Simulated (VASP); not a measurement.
# AgI (F-43m) in VASP: notebook

The runs below take AgI through single point, with PBEsol.

Program: VASP 6.6.1. These are calculated values, not measurements. Logs are shortened: lines on timing, memory, paths and dates and some standing lists are left out, and cuts for length are marked.

## (1) The cell of the first run

The structure is cubic, space group F-43m (No. 216). The conventional cell has a = 5.968 Å, b = 5.968 Å, c = 5.968 Å, α = 90.00°, β = 90.00°, γ = 90.00°. Ag (site symmetry -43m) has 4 I at 2.58 Å within 3.4 Å. Within 3.4 Å of I (site symmetry -43m) lie 4 Ag at 2.58 Å.

## (2) Single point, PBEsol

INCAR reads:

```
ALGO = Normal
EDIFF = 1E-6
ENCUT = 500
GGA = PS
GGA_COMPAT = F
ISIF = 2
ISMEAR = 0
LASPH = T
LCHARG = T
LELF = T
LREAL = F
LVHAR = T
LWAVE = F
NBANDS = 16
NELM = 120
PREC = Accurate
SIGMA = 0.01
```

KPOINTS reads:

```
k-points
0
Gamma
  8 8 8
```

POSCAR reads:

```
AgI
1.0
    0.0000000000      2.9838225103      2.9838225103
    2.9838225103      0.0000000000      2.9838225103
    2.9838225103      2.9838225103      0.0000000000
Ag I
1 1
Direct
    0.0000000000      0.0000000000      0.0000000000
    0.7500000000      0.7500000000      0.7500000000
```

Potentials or basis: VASP PAW PBE potentials, release 64 (Ag, I).

Command:

```bash
$ cat potpaw_PBE.64/Ag/POTCAR potpaw_PBE.64/I/POTCAR > POTCAR
$ mpirun -np 1 vasp_std > vasp.out
```

OUTCAR:

```text
EDIFF = 1E-6
   ENCUT = 500
   GGA = PS
   ISIF = 2
   ISMEAR = 0
   LASPH = T
   LREAL = F
   NELM = 120
   PREC = Accurate

 ion  position               nearest neighbor table
   1  0.000  0.000  0.000-   2 2.58   2 2.58   2 2.58   2 2.58
   2  0.750  0.750  0.750-   1 2.58   1 2.58   1 2.58   1 2.58

  LATTYP: Found a face centered cubic cell.
 ALAT       =     5.9676450206

  Lattice vectors:

 A1 = (   0.0000000000,   2.9838225103,   2.9838225103)
 A2 = (   2.9838225103,   0.0000000000,   2.9838225103)
 A3 = (   2.9838225103,   2.9838225103,   0.0000000000)

Analysis of symmetry for initial positions (statically):
=====================================================================
 Subroutine PRICEL returns:
 Original cell was already a primitive cell.

 Routine SETGRP: Setting up the symmetry group for a
 face centered cubic supercell.

 Subroutine GETGRP returns: Found 24 space group operations
 (whereof 24 operations were pure point group operations)
 out of a pool of 48 trial point group operations.

The static configuration has the point symmetry T_d .

Analysis of symmetry for dynamics (positions and initial velocities):
=====================================================================
 Subroutine PRICEL returns:
 Original cell was already a primitive cell.

 Routine SETGRP: Setting up the symmetry group for a
 face centered cubic supercell.

 Subroutine GETGRP returns: Found 24 space group operations
 (whereof 24 operations were pure point group operations)
 out of a pool of 48 trial point group operations.

The dynamic configuration has the point symmetry T_d .

 Subroutine INISYM returns: Found 24 space group operations
 (whereof 24 operations are pure point group operations),
 and found     1 'primitive' translations

----------------------------------------------------------------------------------------

                                     Primitive cell

  volume of cell :      53.1311

  direct lattice vectors                    reciprocal lattice vectors
     0.000000000  2.983822510  2.983822510    -0.167570289  0.167570289  0.167570289
     2.983822510  0.000000000  2.983822510     0.167570289 -0.167570289  0.167570289
     2.983822510  2.983822510  0.000000000     0.167570289  0.167570289 -0.167570289

  length of vectors
     4.219762262  4.219762262  4.219762262     0.290240254  0.290240254  0.290240254

  position of ions in fractional coordinates (direct lattice)
     0.000000000  0.000000000  0.000000000
     0.750000000  0.750000000  0.750000000

  ion indices of the primitive-cell ions
   primitive index   ion index
                 1           1
                 2           2

----------------------------------------------------------------------------------------

 KPOINTS: k-points

Automatic generation of k-mesh.
 Grid dimensions read from file:
 generate k-points for:    8    8    8

 Generating k-lattice:

  Cartesian coordinates                     Fractional coordinates (reciprocal lattice)
    -0.020946286  0.020946286  0.020946286     0.125000000  0.000000000  0.000000000
     0.020946286 -0.020946286  0.020946286     0.000000000  0.125000000  0.000000000
     0.020946286  0.020946286 -0.020946286     0.000000000  0.000000000  0.125000000

  Length of vectors
     0.036280032  0.036280032  0.036280032

  Shift w.r.t. Gamma in fractional coordinates (k-lattice)
     0.000000000  0.000000000  0.000000000

 Subroutine IBZKPT returns following result:
 ===========================================

 Found     29 irreducible k-points:

 Following reciprocal coordinates:
            Coordinates               Weight
  0.000000  0.000000  0.000000      1.000000
  0.125000  0.000000  0.000000      8.000000
  0.250000  0.000000  0.000000      8.000000
  0.375000  0.000000  0.000000      8.000000
  0.500000  0.000000  0.000000      4.000000
  0.125000  0.125000  0.000000      6.000000
[... 16 lines left out ...]
  0.500000  0.250000  0.125000     48.000000
 -0.375000  0.250000  0.125000     24.000000
 [... further k-points ...]
   k-points           NKPTS =     29   k-points in BZ     NKDIM =     29   number of bands    NBANDS=     16
   number of dos      NEDOS =    301   number of ions     NIONS =      2
   total plane-waves  NPLWV =  32768
   dimension x,y,z NGX =    32 NGY =   32 NGZ =   32
   dimension x,y,z NGXF=    64 NGYF=   64 NGZF=   64
   ions per type =               1   1
   NGX,Y,Z   is equivalent  to a cutoff of  12.61, 12.61, 12.61 a.u.
   NGXF,Y,Z  is equivalent  to a cutoff of  25.21, 25.21, 25.21 a.u.
 SYSTEM =  unknown system
   PREC   = accura    normal or accurate (medium, high low for compatibility)
   ISTART =      0    job   : 0-new  1-cont  2-samecut
   ICHARG =      2    charge: 1-file 2-atom 10-const
   ISPIN  =      1    spin polarized calculation?
   LNONCOLLINEAR =      F non collinear calculations
   LSORBIT =      F    spin-orbit coupling
   LASPH  =      T    aspherical Exc in radial PAW
   ENCUT  =  500.0 eV  36.75 Ry    6.06 a.u.   7.69  7.69  7.69*2*pi/ulx,y,z
   NELM   =    120;   NELMIN=  2; NELMDL= -5     # of ELM steps
   EDIFF  = 0.1E-05   stopping-criterion for ELM
   LREAL  =      F    real-space projection
   EDIFFG = 0.1E-04   stopping-criterion for IOM
   NSW    =      0    number of steps for IOM
   IBRION =     -1    ionic relax: 0-MD 1-quasi-New 2-CG
   NFREE  =      0    steps in history (QN), initial steepest desc. (CG)
   ISIF   =      2    stress and relaxation
   ISYM   =      2    0-nonsym 1-usesym 2-fastsym
   POTIM  = 0.5000    time-step for ionic-motion
   TEBEG  =    0.0;   TEEND  =   0.0 temperature during run
   PSTRESS=    0.0 pullay stress
   NELECT =      18.0000    total number of electrons
   NUPDOWN=      -1.0000    fix difference up-down
   EMIN   =  10.00;   EMAX   =-10.00  energy-range for DOS
   EFERMI =   0.00;   METHOD = LEGACY
   ISMEAR =     0;   SIGMA  =   0.01  broadening in eV -4-tet -1-fermi 0-gaus
   EFERMI_NEDOS =   21; number of points for ismear=-14 and -15
   IALGO  =     38    algorithm
   IMIX   =      4    mixing-type and parameters
     AMIX     =   0.40;   BMIX     =  1.00
     AMIX_MAG =   1.60;   BMIX_MAG =  1.00
  volume/ion in A,a.u.               =      26.57       179.27
  Fermi-wavevector in a.u.,A,eV,Ry     =   1.141255  2.156659 17.721084  1.302463
  Thomas-Fermi vector in A             =   2.277955
   LORBIT       =      0    0 simple, 1 ext, 2 COOP (PROOUT), +10 PAW based schemes
   GGA     = PS    functional components
   LHFCALC =     F    Hartree Fock is set to
   AEXX    =    0.0000 exact exchange contribution
   IVDW    =     0    specifies the selected vdW correction
   LEPSILON=     F    determine dielectric tensor
   LRPA    =     F    only Hartree local field effects (RPA)
 non-spin polarized calculation
 Gauss-broadening in eV      SIGMA  =   0.01
  energy-cutoff  :      500.00
  volume of cell :       53.13
 maximum number of plane-waves:      1365
   NGX = 15   NGY = 15   NGZ = 15

 number of electron      17.9999998 magnetization

 Free energy of the ion-electron system (eV)
  ---------------------------------------------------
  ext. energy  EPLUGINS =         0.00000000
  ---------------------------------------------------
  free energy    TOTEN  =        -4.94888364 eV

  energy without entropy =       -4.94888364  energy(sigma->0) =       -4.94888364

 E-fermi :   6.3958     XC(G=0):  -9.8661

 val. band max:        6.2934925140   @ k =   0.0000   0.0000   0.0000
 cond. band min:       7.5091815595   @ k =   0.0000   0.0000   0.0000
 fundamental gap:      1.2156890455
 Fermi energy:         6.3958367541

 k-point     1 :       0.0000    0.0000    0.0000
  band No.  band energies     occupation
      1      -8.2718      2.00000
      2       0.2000      2.00000
      3       0.2000      2.00000
      4       0.2000      2.00000
      5       1.7704      2.00000
      6       1.7704      2.00000
[... 8 lines left out ...]
     15      16.5792      0.00000
     16      16.5792      0.00000

 k-point     2 :       0.1250    0.0000    0.0000
  band No.  band energies     occupation
      1      -8.1951      2.00000
      2       0.1537      2.00000
      3       0.2395      2.00000
      4       0.2395      2.00000
      5       1.7618      2.00000
      6       1.7618      2.00000
[... 8 lines left out ...]
     15      15.6338      0.00000
     16      15.7246      0.00000

 k-point     3 :       0.2500    0.0000    0.0000
  band No.  band energies     occupation
      1      -8.0010      2.00000
      2       0.0856      2.00000
      3       0.3303      2.00000
      4       0.3303      2.00000
      5       1.7593      2.00000
      6       1.7593      2.00000
[... 8 lines left out ...]
     15      15.4027      0.00000
     16      15.4027      0.00000

 k-point     4 :       0.3750    0.0000    0.0000
  band No.  band energies     occupation
      1      -7.7929      2.00000
      2       0.1178      2.00000
      3       0.4107      2.00000
      4       0.4107      2.00000
      5       1.7921      2.00000
      6       1.7921      2.00000
[... 8 lines left out ...]
     15      16.3040      0.00000
     16      16.3040      0.00000

 k-point     5 :       0.5000    0.0000    0.0000
  band No.  band energies     occupation
      1      -7.7020      2.00000
      2       0.1945      2.00000
      3       0.4395      2.00000
      4       0.4395      2.00000
      5       1.8196      2.00000
      6       1.8196      2.00000
[... 8 lines left out ...]
     15      17.3685      0.00000
     16      17.3685      0.00000

 k-point     6 :       0.1250    0.1250    0.0000
  band No.  band energies     occupation
      1      -8.1695      2.00000
      2       0.1067      2.00000
      3       0.2711      2.00000
      4       0.2711      2.00000
      5       1.7241      2.00000
      6       1.7912      2.00000
[... 8 lines left out ...]
     15      16.5028      0.00000
     16      16.6243      0.00000
[... 267 lines left out ...]
 k-point    21 :       0.5000    0.5000    0.0000
  band No.  band energies     occupation
      1      -7.5112      2.00000
      2      -0.2868      2.00000
      3       0.9413      2.00000
      4       0.9413      2.00000
      5       1.9147      2.00000
      6       1.9557      2.00000
[... 8 lines left out ...]
     15      17.0015      0.00000
     16      18.6370      0.00000

 k-point    22 :       0.3750    0.2500    0.1250
  band No.  band energies     occupation
      1      -7.8523      2.00000
      2       0.0035      2.00000
      3       0.4364      2.00000
      4       0.4757      2.00000
      5       1.6823      2.00000
      6       1.8363      2.00000
[... 8 lines left out ...]
     15      17.0375      0.00000
     16      18.0965      0.00000

 k-point    23 :       0.5000    0.2500    0.1250
  band No.  band energies     occupation
      1      -7.6818      2.00000
      2       0.1286      2.00000
      3       0.4521      2.00000
      4       0.6077      2.00000
      5       1.7386      2.00000
      6       1.8255      2.00000
[... 8 lines left out ...]
     15      17.3324      0.00000
     16      17.9824      0.00000

 k-point    24 :      -0.3750    0.2500    0.1250
  band No.  band energies     occupation
      1      -7.6084      2.00000
      2       0.2772      2.00000
      3       0.4278      2.00000
      4       0.6870      2.00000
      5       1.7019      2.00000
      6       1.8348      2.00000
[... 8 lines left out ...]
     15      16.9411      0.00000
     16      18.0080      0.00000

 [... further k-points ...]
[... 5 lines left out ...]
  --------------------------------------------------------------------------------------
  -------------------------------------------------------------------------------------
  Total        4.9300154      4.9300154      4.9300154      0.0000000      0.0000000      0.0000000
  in kB      148.6654005    148.6654005    148.6654005      0.0000000      0.0000000      0.0000000
  external PRESSURE =     148.6654005 kB  Pullay stress =       0.0000000 kB

 VOLUME and BASIS-vectors are now :
 -----------------------------------------------------------------------------
  energy-cutoff  :      500.00
  volume of cell :       53.13
      direct lattice vectors                 reciprocal lattice vectors
     0.000000000  2.983822510  2.983822510    -0.167570289  0.167570289  0.167570289
     2.983822510  0.000000000  2.983822510     0.167570289 -0.167570289  0.167570289
     2.983822510  2.983822510  0.000000000     0.167570289  0.167570289 -0.167570289

 POSITION                                       TOTAL-FORCE (eV/Angst)
 -----------------------------------------------------------------------------------
      0.00000      0.00000      0.00000        -0.000000     -0.000000     -0.000000
      4.47573      4.47573      4.47573         0.000000      0.000000      0.000000
 -----------------------------------------------------------------------------------
    total drift:                               -0.000000     -0.000000     -0.000000

  FREE ENERGIE OF THE ION-ELECTRON SYSTEM (eV)
  ---------------------------------------------------
  free  energy   TOTEN  =        -4.9488836372 eV

  energy  without entropy=       -4.9488836372  energy(sigma->0) =       -4.94888364
```

Wall time 12 s (1 thread of AMD EPYC 9R45 (Zen 5), shared host); peak memory 0.16 GiB.

What came out:

| Quantity | Value |
| --- | --- |
| Free energy | -4.9489 eV |
| Pressure | 14.9 GPa |
| Band gap on the k mesh | 1.22 eV, direct |

Levels at points of the mesh, in eV from the valence-band top:
```
           k point  band 7  band 8  band 9  band 10  band 11  band 12
(0.00, 0.00, 0.00)    0.00    0.00    0.00     1.22     5.12     5.12
(0.50, 0.00, 0.00)   -4.25   -1.19   -1.19     2.44     5.75     5.75
(0.50, 0.50, 0.00)   -3.83   -2.85   -2.85     2.72     3.43     9.46
```

Caveat: the PAW data sets were made with another functional, which shifts forces and pressure a little; spin-orbit coupling is left out, which moves the levels of the heavy elements.

(Continued in part 2 of 2.)
